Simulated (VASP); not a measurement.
# CoSi2 (Fm-3m) in VASP: notebook, part 3 of 3

VASP 6.6.1. Earlier steps stand in the parts before.

**4. Single point, PBEsol, collinear spin, ferromagnetic start (12.00 Å³/atom)**

This run uses another cell than the first one, of 12.00 Å³/atom.

File INCAR:

```
SYSTEM = CoSi2
  PREC = Accurate
  ENCUT = 520
  EDIFF = 1E-6
  ISMEAR = 0
  SIGMA = 0.15
  LREAL = .False.
  LASPH = .True.
  NELM = 150
  ALGO = Normal
  ISIF = 2
  LWAVE = .False.
  LCHARG = .False.
  ISPIN = 2
  MAGMOM = 0.55 0 0
  LORBIT = 11
  NUPDOWN = 0.55
  LMAXMIX = 4
  GGA = PS
  NBANDS = 20
```

File KPOINTS:

```
regular mesh
0
Gamma
  14 14 14
  0 0 0
```

File POSCAR:

```
CoSi2
1.0
    0.0000000000      2.6204501684      2.6204501684
    2.6204501684      0.0000000000      2.6204501684
    2.6204501684      2.6204501684      0.0000000000
Co Si
1 2
Direct
    0.0000000000      0.0000000000      0.0000000000
    0.2500000000      0.2500000000      0.2500000000
    0.7500000000      0.7500000000      0.7500000000
```

Potentials or basis: VASP PAW PBE potentials, release 64 (Co, Si).

Run with:

```sh
> cat potpaw_PBE.64/Co/POTCAR potpaw_PBE.64/Si/POTCAR > POTCAR
> mpirun -np 1 vasp_std > vasp.out
```

OUTCAR:

```text
SYSTEM = CoSi2
   PREC = Accurate
   ENCUT = 520
   EDIFF = 1E-6
   ISMEAR = 0
   LREAL = .False.
   LASPH = .True.
   NELM = 150
   ISIF = 2
   ISPIN = 2
   LORBIT = 11
   NUPDOWN = 0.55
   GGA = PS

 ion  position               nearest neighbor table
   1  0.000  0.000  0.000-   2 2.27   3 2.27   3 2.27   3 2.27   3 2.27   2 2.27   2 2.27   2 2.27

   2  0.250  0.250  0.250-   1 2.27   1 2.27   1 2.27   1 2.27   3 2.62   3 2.62   3 2.62   3 2.62
                             3 2.62   3 2.62
   3  0.750  0.750  0.750-   1 2.27   1 2.27   1 2.27   1 2.27   2 2.62   2 2.62   2 2.62   2 2.62
                             2 2.62   2 2.62

  LATTYP: Found a face centered cubic cell.
 ALAT       =     5.2409003368

  Lattice vectors:

 A1 = (   0.0000000000,   2.6204501684,   2.6204501684)
 A2 = (   2.6204501684,   0.0000000000,   2.6204501684)
 A3 = (   2.6204501684,   2.6204501684,   0.0000000000)

Analysis of symmetry for initial positions (statically):
=====================================================================
 Subroutine PRICEL returns:
 Original cell was already a primitive cell.

 Routine SETGRP: Setting up the symmetry group for a
 face centered cubic supercell.

 Subroutine GETGRP returns: Found 48 space group operations
 (whereof 48 operations were pure point group operations)
 out of a pool of 48 trial point group operations.

The static configuration has the point symmetry O_h .

Analysis of symmetry for dynamics (positions and initial velocities):
=====================================================================
 Subroutine PRICEL returns:
 Original cell was already a primitive cell.

 Routine SETGRP: Setting up the symmetry group for a
 face centered cubic supercell.

 Subroutine GETGRP returns: Found 48 space group operations
 (whereof 48 operations were pure point group operations)
 out of a pool of 48 trial point group operations.

The dynamic configuration has the point symmetry O_h .

Analysis of structural, dynamic, and magnetic symmetry:
[... 152 lines left out ...]

 Free energy of the ion-electron system (eV)
  ---------------------------------------------------
  ext. energy  EPLUGINS =         0.00000000
  ---------------------------------------------------
  free energy    TOTEN  =       -20.81229599 eV

  energy without entropy =      -20.80051404  energy(sigma->0) =      -20.80640501

 E-fermi :  10.5522     XC(G=0): -12.1564

 val. band max:       11.6202287879   @ k =   0.2857   0.1429   0.0000
 cond. band min:      10.5551070066   @ k =  -0.2143   0.3571   0.1429
 fundamental gap:     -1.0651217813
 Fermi energy:        11.6331798401

 spin component 1

 k-point     1 :       0.0000    0.0000    0.0000
  band No.  band energies     occupation
      1      -2.8001      1.00000
      2       6.4043      1.00000
      3       6.4043      1.00000
      4       6.4043      1.00000
      5       8.6076      1.00000
      6       8.6076      1.00000
[... 541 lines left out ...]
     19      25.9288      0.00000
     20      28.1514      0.00000

 [... further k-points ...]

 spin component 2

 k-point     1 :       0.0000    0.0000    0.0000
  band No.  band energies     occupation
      1      -2.6662      1.00000
      2       6.6051      1.00000
      3       6.6051      1.00000
      4       6.6051      1.00000
      5       8.8795      1.00000
      6       8.8795      1.00000
[... 541 lines left out ...]
     19      26.0231      0.00000
     20      28.2955      0.00000

 [... further k-points ...]
[... 5 lines left out ...]
  --------------------------------------------------------------------------------------
  -------------------------------------------------------------------------------------
  Total        2.1836518      2.1836518      2.1836518      0.0000000     -0.0000000      0.0000000
  in kB       97.2156663     97.2156663     97.2156663      0.0000000     -0.0000000      0.0000000
  external PRESSURE =      97.2156663 kB  Pullay stress =       0.0000000 kB

 VOLUME and BASIS-vectors are now :
 -----------------------------------------------------------------------------
  energy-cutoff  :      520.00
  volume of cell :       35.99
      direct lattice vectors                 reciprocal lattice vectors
     0.000000000  2.620450168  2.620450168    -0.190806910  0.190806910  0.190806910
     2.620450168  0.000000000  2.620450168     0.190806910 -0.190806910  0.190806910
     2.620450168  2.620450168  0.000000000     0.190806910  0.190806910 -0.190806910

 POSITION                                       TOTAL-FORCE (eV/Angst)
 -----------------------------------------------------------------------------------
      0.00000      0.00000      0.00000         0.000000      0.000000     -0.000000
      1.31023      1.31023      1.31023         0.000000      0.000000      0.000000
      3.93068      3.93068      3.93068        -0.000000     -0.000000     -0.000000
 -----------------------------------------------------------------------------------
    total drift:                               -0.000000     -0.000000      0.000000

  FREE ENERGIE OF THE ION-ELECTRON SYSTEM (eV)
  ---------------------------------------------------
  free  energy   TOTEN  =       -20.8122959873 eV

  energy  without entropy=      -20.8005140402  energy(sigma->0) =      -20.80640501

 total charge

# of ion       s       p       d       tot
------------------------------------------
    1        0.579   0.808   7.663   9.051
    2        0.717   0.916   0.000   1.633
    3        0.717   0.916   0.000   1.633
--------------------------------------------------
tot          2.013   2.640   7.663  12.317

 magnetization (x)

# of ion       s       p       d       tot
------------------------------------------
    1        0.007   0.080   0.249   0.335
    2        0.003   0.038   0.000   0.041
    3        0.003   0.038   0.000   0.041
--------------------------------------------------
tot          0.014   0.156   0.249   0.418
```

OSZICAR:

```text
N       E                     dE             d eps       ncg     rms          rms(c)
DAV:   1     0.679423168642E+02    0.67942E+02   -0.65207E+03  8392   0.825E+02
DAV:   2    -0.178021619430E+02   -0.85744E+02   -0.74963E+02  8772   0.190E+02
DAV:   3    -0.224063681023E+02   -0.46042E+01   -0.44594E+01 10072   0.466E+01
DAV:   4    -0.224801762151E+02   -0.73808E-01   -0.73650E-01  9728   0.529E+00
DAV:   5    -0.224821463345E+02   -0.19701E-02   -0.19698E-02 10368   0.918E-01    0.163E+01
DAV:   6    -0.258163293529E+02   -0.33342E+01   -0.17901E+01  9376   0.856E+01    0.173E+01
DAV:   7    -0.208943967282E+02    0.49219E+01   -0.87436E+00 10088   0.661E+01    0.376E+00
DAV:   8    -0.208430828619E+02    0.51314E-01   -0.43304E-01  9444   0.336E+00    0.187E+00
DAV:   9    -0.208126578257E+02    0.30425E-01   -0.55273E-02 10244   0.399E+00    0.677E-01
DAV:  10    -0.208123840846E+02    0.27374E-03   -0.26377E-03 10840   0.410E-01    0.323E-01
DAV:  11    -0.208123542066E+02    0.29878E-04   -0.63789E-04 10648   0.417E-01    0.809E-02
DAV:  12    -0.208122953129E+02    0.58894E-04   -0.22215E-04 10596   0.267E-01    0.226E-02
DAV:  13    -0.208122968774E+02   -0.15645E-05   -0.91537E-06  9720   0.215E-02    0.104E-02
DAV:  14    -0.208122959873E+02    0.89003E-06   -0.12897E-06  7968   0.184E-02
   1 F= -.20812296E+02 E0= -.20806405E+02  d E =-.117819E-01  mag=     0.5500
```

stdout:

```text
POSCAR found type information on POSCAR CoSi
 POSCAR found :  2 types and       3 ions
 scaLAPACK will be used
 -----------------------------------------------------------------------------
|                                                                             |
|                                                                             |
|     You enforced a specific xc type in the INCAR file but a different       |
|     I HOPE YOU KNOW WHAT YOU ARE DOING!                                     |
|                                                                             |
 -----------------------------------------------------------------------------

 LDA part: xc-table for (Slater+PW92), standard interpolation
 POSCAR, INCAR and KPOINTS ok, starting setup
 FFT: planning ... GRIDC
 FFT: planning ... GRID_SOFT
 FFT: planning ... GRID
 WAVECAR not read
 entering main loop
```

It took 72 s on 1 thread of Intel Xeon 6975P-C (Granite Rapids), shared host; peak memory 0.25 GiB.

What came out:

| Quantity | Value |
| --- | --- |
| Free energy | -20.8123 eV |
| Pressure | 9.7 GPa |
| Net moment | 0.55 μB per cell |
| Site moments | Co +0.34; Si +0.04 μB |
| Valence electrons inside the program's atomic spheres | Co 9.05; Si 1.63 |

Caveat: the cell stands under pressure; the PAW data sets were made with another functional, which shifts forces and pressure a little; the total moment is fixed, so each spin has its own Fermi level.

**5. Single point, PBEsol, collinear spin, ferromagnetic start (12.00 Å³/atom)**

This run uses another cell than the first one, of 12.00 Å³/atom.

File INCAR:

```
PREC = Accurate
ENCUT = 520
EDIFF = 1E-7
ISMEAR = 0
SIGMA = 0.15
LREAL = False
LASPH = True
NELM = 150
ALGO = Normal
ISIF = 2
LWAVE = False
LCHARG = True
ISPIN = 2
MAGMOM = 1.65 0 0
LORBIT = 11
NUPDOWN = 1.65
LMAXMIX = 4
GGA = PS
LELF = True
LVHAR = True
NBANDS = 20
```

File KPOINTS:

```
Automatic mesh
0
Gamma
  14 14 14
```

POSCAR is that of step 4.

Run with:

```sh
> cat potpaw_PBE.64/Co/POTCAR potpaw_PBE.64/Si/POTCAR > POTCAR
> mpirun -np 1 vasp_std > vasp.out
```

It took 90 s on 1 thread of Intel Xeon 6975P-C (Granite Rapids), shared host; peak memory 0.24 GiB.

The run converged. Its results:

| Property | Result |
| --- | --- |
| Free energy | -19.6191 eV |
| Pressure | 20.4 GPa |
| Net moment | 1.65 μB per cell |
| Site moments | Co +1.03; Si +0.14 μB |
| Valence electrons inside the program's atomic spheres | Co 9.01; Si 1.66 |

Caveat: the cell stands under pressure; the PAW data sets were made with another functional, which shifts forces and pressure a little; the total moment is fixed, so each spin has its own Fermi level.

**6. The runs side by side**

| fixed moment (μB) | cell | pressure (GPa) | moment (μB) |
| --- | --- | --- | --- |
| 1.925 | a = 3.654 Å, angles 60.0°, 3 atoms | 34.8 | 1.92 |
| 1.1 | a = 3.706 Å, angles 60.0°, 3 atoms | 14.2 | 1.10 |
| 0.55 | a = 3.706 Å, angles 60.0°, 3 atoms | 9.7 | 0.55 |
| 1.65 | a = 3.706 Å, angles 60.0°, 3 atoms | 20.4 | 1.65 |

Alike in all rows: task single point; level PBEsol; potentials or basis VASP PAW PBE potentials, release 64 (Co, Si); spin collinear, ferromagnetic start; k mesh 14 × 14 × 14; cutoff (eV) 520; smearing gaussian 0.15 eV.

Caveats: the cell stands under pressure; the PAW data sets were made with another functional, which shifts forces and pressure a little; the total moment is fixed, so each spin has its own Fermi level.

Total energies depend on the potentials used, so only differences within one code and one set of settings carry meaning.
